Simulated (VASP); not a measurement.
# Au (P6_3/mmc) in VASP: notebook

The runs below take Au through single point, with PBE.

Everything below comes from runs of VASP 6.6.1. Logs are shortened: lines on timing, memory, paths and dates and some standing lists are left out, and cuts for length are marked.

## Step 1: The cell of the first run

The structure is hexagonal, space group P6_3/mmc (No. 194). Conventional cell: a = 2.842 Å, b = 2.842 Å, c = 4.880 Å, α = 90.00°, β = 90.00°, γ = 120.00°. Au (site symmetry -6m2) has 12 Au at 2.84 to 2.94 Å within 3.7 Å.

## Step 2: Single point, PBE (equal xx and yy strain of -2 %)

Contents of INCAR:

```
SYSTEM = Au
PREC = Accurate
ENCUT = 520
EDIFF = 1E-6
ISMEAR = -1
SIGMA = 0.03
LREAL = .False.
LASPH = .True.
NELM = 60
ALGO = Normal
ISIF = 2
LWAVE = .False.
LCHARG = .False.
GGA = PE
NBANDS = 18
```

Contents of KPOINTS:

```
Automatic mesh
0
Gamma
  14 14 8
  0 0 0
```

Contents of POSCAR:

```
Au
1.0
    2.8419984422      0.0000000000      0.0000000000
   -1.4209992211      2.4612428485      0.0000000000
    0.0000000000      0.0000000000      4.8800000000
Au
2
Direct
    0.3333333333      0.6666666667      0.7500000000
    0.6666666667      0.3333333333      0.2500000000
```

Potentials or basis: VASP PAW PBE potentials, release 64 (Au).

On the command line:

```sh
$ cat potpaw_PBE.64/Au/POTCAR > POTCAR
$ mpirun -np 1 vasp_std > vasp.out
```

OUTCAR:

```text
SYSTEM = Au
   PREC = Accurate
   ENCUT = 520
   EDIFF = 1E-6
   ISMEAR = -1
   LREAL = .False.
   LASPH = .True.
   NELM = 60
   ISIF = 2
   GGA = PE

 ion  position               nearest neighbor table
   1  0.333  0.667  0.750-   2 2.94   2 2.94   2 2.94   2 2.94   2 2.94   2 2.94
   2  0.667  0.333  0.250-   1 2.94   1 2.94   1 2.94   1 2.94   1 2.94   1 2.94

  LATTYP: Found a hexagonal cell.
 ALAT       =     2.8419984422
 C/A-ratio  =     1.7171015746

  Lattice vectors:

 A1 = (   2.8419984422,   0.0000000000,   0.0000000000)
 A2 = (  -1.4209992211,   2.4612428485,   0.0000000000)
 A3 = (   0.0000000000,   0.0000000000,   4.8800000000)

Analysis of symmetry for initial positions (statically):
=====================================================================
 Subroutine PRICEL returns:
 Original cell was already a primitive cell.

 Routine SETGRP: Setting up the symmetry group for a
 hexagonal supercell.

 Subroutine GETGRP returns: Found 24 space group operations
 (whereof 12 operations were pure point group operations)
 out of a pool of 24 trial point group operations.

The static configuration has the point symmetry D_3d.
 The point group associated with its full space group is D_6h.

Analysis of symmetry for dynamics (positions and initial velocities):
=====================================================================
 Subroutine PRICEL returns:
 Original cell was already a primitive cell.

 Routine SETGRP: Setting up the symmetry group for a
 hexagonal supercell.

 Subroutine GETGRP returns: Found 24 space group operations
 (whereof 12 operations were pure point group operations)
 out of a pool of 24 trial point group operations.

The dynamic configuration has the point symmetry D_3d.
 The point group associated with its full space group is D_6h.

 Subroutine INISYM returns: Found 24 space group operations
 (whereof 12 operations are pure point group operations),
 and found     1 'primitive' translations

----------------------------------------------------------------------------------------

                                     Primitive cell

  volume of cell :      34.1349

  direct lattice vectors                    reciprocal lattice vectors
     2.841998442  0.000000000  0.000000000     0.351865077  0.203149397  0.000000000
    -1.420999221  2.461242848  0.000000000     0.000000000  0.406298794  0.000000000
     0.000000000  0.000000000  4.880000000     0.000000000  0.000000000  0.204918033

  length of vectors
     2.841998442  2.841998442  4.880000000     0.406298794  0.406298794  0.204918033

  position of ions in fractional coordinates (direct lattice)
     0.333333333  0.666666667  0.750000000
     0.666666667  0.333333333  0.250000000

  ion indices of the primitive-cell ions
   primitive index   ion index
                 1           1
                 2           2

----------------------------------------------------------------------------------------

 KPOINTS: Automatic mesh

Automatic generation of k-mesh.
 Grid dimensions read from file:
 generate k-points for:   14   14    8

 Generating k-lattice:

  Cartesian coordinates                     Fractional coordinates (reciprocal lattice)
     0.025133220  0.014510671  0.000000000     0.071428571  0.000000000  0.000000000
     0.000000000  0.029021342  0.000000000     0.000000000  0.071428571  0.000000000
     0.000000000  0.000000000  0.025614754     0.000000000  0.000000000  0.125000000

  Length of vectors
     0.029021342  0.029021342  0.025614754

  Shift w.r.t. Gamma in fractional coordinates (k-lattice)
     0.000000000  0.000000000  0.000000000

 Subroutine IBZKPT returns following result:
 ===========================================

 Found    120 irreducible k-points:

 Following reciprocal coordinates:
            Coordinates               Weight
  0.000000  0.000000  0.000000      1.000000
  0.071429  0.000000  0.000000      6.000000
  0.142857 -0.000000  0.000000      6.000000
  0.214286  0.000000  0.000000      6.000000
  0.285714 -0.000000  0.000000      6.000000
  0.357143 -0.000000  0.000000      6.000000
[... 16 lines left out ...]
  0.285714  0.285714  0.000000      6.000000
  0.357143  0.285714  0.000000      6.000000
 [... further k-points ...]
   k-points           NKPTS =    120   k-points in BZ     NKDIM =    120   number of bands    NBANDS=     18
   number of dos      NEDOS =    301   number of ions     NIONS =      2
   total plane-waves  NPLWV =  20736
   dimension x,y,z NGX =    24 NGY =   24 NGZ =   36
   dimension x,y,z NGXF=    48 NGYF=   48 NGZF=   72
   ions per type =               2
   NGX,Y,Z   is equivalent  to a cutoff of  14.04, 14.04, 12.26 a.u.
   NGXF,Y,Z  is equivalent  to a cutoff of  28.08, 28.08, 24.53 a.u.
 SYSTEM =  Au
   PREC   = accura    normal or accurate (medium, high low for compatibility)
   ISTART =      0    job   : 0-new  1-cont  2-samecut
   ICHARG =      2    charge: 1-file 2-atom 10-const
   ISPIN  =      1    spin polarized calculation?
   LNONCOLLINEAR =      F non collinear calculations
   LSORBIT =      F    spin-orbit coupling
   LASPH  =      T    aspherical Exc in radial PAW
   ENCUT  =  520.0 eV  38.22 Ry    6.18 a.u.   5.28  5.28  9.07*2*pi/ulx,y,z
   NELM   =     60;   NELMIN=  2; NELMDL= -5     # of ELM steps
   EDIFF  = 0.1E-05   stopping-criterion for ELM
   LREAL  =      F    real-space projection
   EDIFFG = 0.1E-04   stopping-criterion for IOM
   NSW    =      0    number of steps for IOM
   IBRION =     -1    ionic relax: 0-MD 1-quasi-New 2-CG
   NFREE  =      0    steps in history (QN), initial steepest desc. (CG)
   ISIF   =      2    stress and relaxation
   ISYM   =      2    0-nonsym 1-usesym 2-fastsym
   POTIM  = 0.5000    time-step for ionic-motion
   TEBEG  =    0.0;   TEEND  =   0.0 temperature during run
   PSTRESS=    0.0 pullay stress
   NELECT =      22.0000    total number of electrons
   NUPDOWN=      -1.0000    fix difference up-down
   EMIN   =  10.00;   EMAX   =-10.00  energy-range for DOS
   EFERMI =   0.00;   METHOD = LEGACY
   ISMEAR =    -1;   SIGMA  =   0.03  broadening in eV -4-tet -1-fermi 0-gaus
   EFERMI_NEDOS =   21; number of points for ismear=-14 and -15
   IALGO  =     38    algorithm
   IMIX   =      4    mixing-type and parameters
     AMIX     =   0.40;   BMIX     =  1.00
     AMIX_MAG =   1.60;   BMIX_MAG =  1.00
  volume/ion in A,a.u.               =      17.07       115.18
  Fermi-wavevector in a.u.,A,eV,Ry     =   1.414109  2.672279 27.207645  1.999705
  Thomas-Fermi vector in A             =   2.535686
   LORBIT       =      0    0 simple, 1 ext, 2 COOP (PROOUT), +10 PAW based schemes
   GGA     = PE    functional components
   LHFCALC =     F    Hartree Fock is set to
   AEXX    =    0.0000 exact exchange contribution
   IVDW    =     0    specifies the selected vdW correction
   LEPSILON=     F    determine dielectric tensor
   LRPA    =     F    only Hartree local field effects (RPA)
 non-spin polarized calculation
  energy-cutoff  :      520.00
  volume of cell :       34.13
 maximum number of plane-waves:       938
 NGX is ok and might be reduce to    24
   NGX = 11   NGY = 11   NGZ = 19

 number of electron      21.9999995 magnetization

 Free energy of the ion-electron system (eV)
  ---------------------------------------------------
  ext. energy  EPLUGINS =         0.00000000
  ---------------------------------------------------
  free energy    TOTEN  =        -6.36840827 eV

  energy without entropy =       -6.36480514  energy(sigma->0) =       -6.36660671

 E-fermi :   9.4743     XC(G=0): -12.7060

 val. band max:        9.4542347617   @ k =   0.5000  -0.0000   0.2500
 cond. band min:       9.5297083048   @ k =   0.4286   0.0714   0.1250
 fundamental gap:      0.0754735432
 Fermi energy:         9.4742650785

 k-point     1 :       0.0000    0.0000    0.0000
  band No.  band energies     occupation
      1      -0.3949      2.00000
      2       1.9805      2.00000
      3       4.4579      2.00000
      4       4.8464      2.00000
      5       4.8464      2.00000
      6       5.1309      2.00000
[... 10 lines left out ...]
     17      28.3103      0.00000
     18      28.3103      0.00000

 k-point     2 :       0.0714    0.0000    0.0000
  band No.  band energies     occupation
      1      -0.2291      2.00000
      2       2.1217      2.00000
      3       4.4395      2.00000
      4       4.8525      2.00000
      5       4.9580      2.00000
      6       5.0699      2.00000
[... 10 lines left out ...]
     17      27.4385      0.00000
     18      27.5399      0.00000

 k-point     3 :       0.1429   -0.0000    0.0000
  band No.  band energies     occupation
      1       0.2492      2.00000
      2       2.4978      2.00000
      3       4.3252      2.00000
      4       4.8311      2.00000
      5       5.0801      2.00000
      6       5.2823      2.00000
[... 10 lines left out ...]
     17      25.8528      0.00000
     18      27.3633      0.00000

 k-point     4 :       0.2143    0.0000    0.0000
  band No.  band energies     occupation
      1       0.9692      2.00000
      2       2.8986      2.00000
      3       4.2701      2.00000
      4       4.5747      2.00000
      5       4.6486      2.00000
      6       5.4653      2.00000
[... 10 lines left out ...]
     17      26.3034      0.00000
     18      26.5662      0.00000

 k-point     5 :       0.2857   -0.0000    0.0000
  band No.  band energies     occupation
      1       1.7578      2.00000
      2       2.9593      2.00000
      3       3.9510      2.00000
      4       4.5160      2.00000
      5       4.6735      2.00000
      6       5.3255      2.00000
[... 10 lines left out ...]
     17      24.4033      0.00000
     18      26.1514      0.00000

 k-point     6 :       0.3571   -0.0000    0.0000
  band No.  band energies     occupation
      1       2.3135      2.00000
      2       2.7878      2.00000
      3       3.4919      2.00000
      4       4.7557      2.00000
      5       5.1508      2.00000
      6       5.1750      2.00000
[... 10 lines left out ...]
     17      22.6918      0.00000
     18      25.2515      0.00000

 k-point     7 :       0.4286    0.0000    0.0000
  band No.  band energies     occupation
      1       2.5109      2.00000
      2       2.6355      2.00000
      3       3.2124      2.00000
      4       5.0251      2.00000
      5       5.0369      2.00000
      6       5.1158      2.00000
[... 10 lines left out ...]
     17      21.5329      0.00000
     18      24.6118      0.00000

 k-point     8 :       0.5000   -0.0000    0.0000
  band No.  band energies     occupation
      1       2.5264      2.00000
      2       2.5959      2.00000
      3       3.1186      2.00000
      4       4.9729      2.00000
      5       4.9975      2.00000
      6       5.2794      2.00000
[... 10 lines left out ...]
     17      20.9905      0.00000
     18      24.3918      0.00000
[... 229 lines left out ...]
     17      21.1940      0.00000
     18      23.8223      0.00000

 k-point    20 :       0.2143    0.2143    0.0000
  band No.  band energies     occupation
      1       2.9254      2.00000
      2       3.5960      2.00000
      3       3.7214      2.00000
      4       3.7942      2.00000
      5       4.6885      2.00000
      6       4.9431      2.00000
[... 10 lines left out ...]
     17      23.6166      0.00000
     18      24.2793      0.00000

 k-point    21 :       0.2857    0.2143    0.0000
  band No.  band energies     occupation
      1       3.3164      2.00000
      2       3.3919      2.00000
      3       3.5512      2.00000
      4       4.2882      2.00000
      5       4.6276      2.00000
      6       5.1624      2.00000
[... 10 lines left out ...]
     17      22.6241      0.00000
     18      23.3818      0.00000

 k-point    22 :       0.3571    0.2143    0.0000
  band No.  band energies     occupation
      1       3.2856      2.00000
      2       3.3916      2.00000
      3       3.4497      2.00000
      4       4.6852      2.00000
      5       4.7465      2.00000
      6       4.9308      2.00000
[... 10 lines left out ...]
     17      21.4338      0.00000
     18      22.7628      0.00000

 k-point    23 :       0.2857    0.2857    0.0000
  band No.  band energies     occupation
      1       3.3327      2.00000
      2       3.6026      2.00000
      3       3.8619      2.00000
      4       4.2981      2.00000
      5       4.6082      2.00000
      6       4.9383      2.00000
[... 10 lines left out ...]
     17      21.2382      0.00000
     18      21.6727      0.00000

 k-point    24 :       0.3571    0.2857    0.0000
  band No.  band energies     occupation
      1       3.3154      2.00000
      2       3.7717      2.00000
      3       3.7992      2.00000
      4       4.4285      2.00000
      5       4.6726      2.00000
      6       4.7839      2.00000
[... 10 lines left out ...]
     17      20.5752      0.00000
     18      20.7220      0.00000

 [... further k-points ...]

------------------------ aborting loop because EDIFF is reached ----------------------------------------

  FORCE on cell =-STRESS in cart. coord.  units (eV):
  Direction    XX          YY          ZZ          XY          YZ          ZX
  --------------------------------------------------------------------------------------
  -------------------------------------------------------------------------------------
  Total        1.9848886      1.9848886      1.5255041      0.0000000      0.0000000      0.0000000
  in kB       93.1641017     93.1641017     71.6021145      0.0000000      0.0000000      0.0000000
  external PRESSURE =      85.9767726 kB  Pullay stress =       0.0000000 kB

 VOLUME and BASIS-vectors are now :
 -----------------------------------------------------------------------------
  energy-cutoff  :      520.00
  volume of cell :       34.13
      direct lattice vectors                 reciprocal lattice vectors
     2.841998442  0.000000000  0.000000000     0.351865077  0.203149397  0.000000000
    -1.420999221  2.461242848  0.000000000     0.000000000  0.406298794  0.000000000
     0.000000000  0.000000000  4.880000000     0.000000000  0.000000000  0.204918033

 POSITION                                       TOTAL-FORCE (eV/Angst)
 -----------------------------------------------------------------------------------
     -0.00000      1.64083      3.66000         0.000000      0.000000      0.000000
      1.42100      0.82041      1.22000        -0.000000      0.000000      0.000000
 -----------------------------------------------------------------------------------
    total drift:                               -0.000000      0.000000     -0.000000

  FREE ENERGIE OF THE ION-ELECTRON SYSTEM (eV)
  ---------------------------------------------------
  free  energy   TOTEN  =        -6.3684082700 eV

  energy  without entropy=       -6.3648051429  energy(sigma->0) =       -6.36660671
```

Wall time 17 s (1 thread of Intel Xeon 6975P-C (Granite Rapids), shared host); peak memory 0.19 GiB.

What came out:

| Item | Value |
| --- | --- |
| Free energy | -6.3684 eV |
| Pressure | 8.6 GPa |
| Band gap on the k mesh | zero (band 11 reaches 13.45 eV, above the bottom of band 12 at 6.79 eV) |

Caveat: the cell differs from its parent crystal (equal xx and yy strain of -2 %); spin-orbit coupling is left out, which moves the levels of the heavy elements.

## Step 3: Single point, PBE (equal xx and yy strain of +1 %)

Contents of INCAR:

```
  PREC = Accurate
  ENCUT = 520
  EDIFF = 1E-6
  ISMEAR = -1
  SIGMA = 0.03
  LREAL = False
  LASPH = True
  NELM = 80
  ALGO = Normal
  ISIF = 2
  LWAVE = False
  LCHARG = False
  GGA = PE
  NBANDS = 18
```

Contents of KPOINTS:

```
regular mesh
0
Gamma
  14 14 8
```

Contents of POSCAR:

```
Au
1.0
    2.9289983945      0.0000000000      0.0000000000
   -1.4644991973      2.5365870173      0.0000000000
    0.0000000000      0.0000000000      4.8800000000
Au
2
Direct
    0.3333333333      0.6666666667      0.7500000000
    0.6666666667      0.3333333333      0.2500000000
```

Potentials or basis: VASP PAW PBE potentials, release 64 (Au).

On the command line:

```sh
$ cat potpaw_PBE.64/Au/POTCAR > POTCAR
$ mpirun -np 1 vasp_std > vasp.out
```

It took 18 s on 1 thread of Intel Xeon 6975P-C (Granite Rapids), shared host; peak memory 0.2 GiB.

It converged, with:

* Free energy: -6.4199 eV
* Pressure: -1.1 GPa
* Band gap on the k mesh: zero (band 11 reaches 12.14 eV, above the bottom of band 12 at 5.92 eV)

Stress tensor (GPa, compression positive):
```
-1.02  0.00  0.00
 0.00 -1.02  0.00
 0.00  0.00 -1.15
```

Levels at points of the mesh, in eV from the Fermi level:
| k point | band 8 | band 9 | band 10 | band 11 | band 12 | band 13 | band 14 | band 15 |
| --- | --- | --- | --- | --- | --- | --- | --- | --- |
| (0.00, 0.00, 0.00) | -3.37 | -3.37 | -2.11 | -2.11 | -0.77 | 2.51 | 14.60 | 15.83 |
| (0.50, 0.00, 0.00) | -1.88 | -1.85 | -1.68 | 0.37 | 1.42 | 5.68 | 6.99 | 7.15 |
| (0.00, 0.00, 0.50) | -4.28 | -2.53 | -2.53 | -2.53 | -2.53 | 10.42 | 10.42 | 14.86 |
| (0.50, 0.00, 0.50) | -2.28 | -1.75 | -1.75 | 0.61 | 0.61 | 3.66 | 3.66 | 13.09 |

Caveat: the cell differs from its parent crystal (equal xx and yy strain of +1 %); spin-orbit coupling is left out, which moves the levels of the heavy elements.

(Continued in part 2 of 2.)
